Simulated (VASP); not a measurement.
Write the native input for VASP 6.6.1 that does the following.

* Task: single point
* Functional: PBE
* Dispersion: D3(BJ)
* Potentials or basis: VASP PAW PBE potentials, release 64 (Si, O, Cu)
* Cutoff: 520 eV
* k mesh: 2 × 2 × 1
* Occupations: gaussian, width 0.05 eV
* Spin: collinear spin, zero start
* Dipole correction: no
* Further INCAR settings: LREAL = Auto; ALGO = Normal; EDIFF = 1e-07; NBANDS = 130

The structure of CuSi12O24 (a cell with a defect) lies in POSCAR:

```
CuSi12O24
1.0
   -2.4920500000      4.3163570000      5.4500000000
    4.9841000000      0.0000000000      5.4500000000
    4.9841000000      8.6327140000      0.0000000000
Si O Cu
12 24 1
Direct
    0.0891741859      0.5832858141      0.9540789117
    0.4100886114      0.9195486363      0.0380002339
    0.0060026343      0.0013936960      0.2585759806
    0.0800550911      0.5778794043      0.4525666722
    0.4116597105      0.9106984546      0.5364152834
    0.0073558128      0.0093131780      0.7617480072
    0.6035856004      0.0615984363      0.2025542684
    0.8889479546      0.4332269078      0.2818477797
    0.4837623520      0.4896350792      0.5070630147
    0.6069979861      0.0442763259      0.7001791087
    0.9079786721      0.4436297683      0.7878467771
    0.5098057000      0.4951849422      0.0239092362
    0.3076018816      0.4888711459      0.9869056782
    0.1886392475      0.0338022204      0.1115817880
    0.9211473367      0.5256082597      0.1053159233
    0.5698687849      0.3013536004      0.1541500021
    0.9292053211      0.1940291743      0.3240120208
    0.5740947265      0.9766882093      0.0825571435
    0.3004848234      0.4594874701      0.4701937570
    0.1972338624      0.0242222844      0.6190506528
    0.9199157396      0.5413609576      0.6128454224
    0.5530486703      0.2870373847      0.6301610942
    0.9477518420      0.2035839378      0.8238145851
    0.5861794434      0.9411618411      0.5871587147
    0.8287924879      0.9631150350      0.2168563378
    0.6619199346      0.5248595150      0.3599021417
    0.4442437485      0.0006068937      0.3596348016
    0.0753493837      0.8123607081      0.3872842492
    0.4206364605      0.6741327138      0.5806444960
    0.0371753302      0.4922496239      0.3397346424
    0.8342307772      0.9780250026      0.7100640824
    0.7027706258      0.5559194660      0.8868303861
    0.4467979264     -0.0144373759      0.8582010991
    0.0598240741      0.8210063847      0.8962365647
    0.4291719480      0.6827152080      0.0983975211
    0.0840929615      0.4882380477      0.8297896533
    0.5300533497      0.3396281182      0.8296787677
```

These files were run (other wordings do the same):

INCAR

```
SYSTEM = CuSi12O24
ALGO = Normal
EDIFF = 1E-7
ENCUT = 520
GGA = PE
ISIF = 2
ISMEAR = 0
ISPIN = 2
IVDW = 12
LASPH = .True.
LCHARG = .True.
LELF = .True.
LMAXMIX = 4
LORBIT = 11
LREAL = Auto
LUSENCCL = .False.
LVHAR = .True.
LWAVE = .False.
MAGMOM = 0 0 0 0 0 0 0 0 0 0 0 0 0 0 0 0 0 0 0 0 0 0 0 0 0 0 0 0 0 0 0 0 0 0 0 0 0
NBANDS = 130
NELM = 150
PREC = Accurate
SIGMA = 0.05
```

KPOINTS

```
k-points
0
Gamma
  2 2 1
  0 0 0
```

Potentials or basis: VASP PAW PBE potentials, release 64 (Si, O, Cu).

The run is started by

```sh
$ cat potpaw_PBE.64/Si/POTCAR potpaw_PBE.64/O/POTCAR potpaw_PBE.64/Cu/POTCAR > POTCAR
$ mpirun -np 1 vasp_std > vasp.out
```

Results of the run:

The pressure is 0.3 GPa. The largest force is 0.032 eV/Å, the net moment is -0.50 μB per cell and the site moments are Si -0.00, +0.00, -0.01 (each value once); O -0.03, -0.00, -0.01, -0.02 (each value once); Cu -0.13 μB. The valence electrons inside the program's atomic spheres are Si 1.62, 1.63, 1.61, 1.60, 1.57 (each value once); O 5.21, 5.23, 5.24, 5.22, 5.25, 5.19 (each value once); Cu 9.93 and the dispersion energy per atom is -0.149 eV.

Caveat: the k points lie up to 0.69 Å⁻¹ apart.

Wall time 2.3 min on 1 × NVIDIA H100 80GB with 1 thread of AMD EPYC 7R13 Processor (Zen 3) (shared host), peak memory 1.8 GiB.
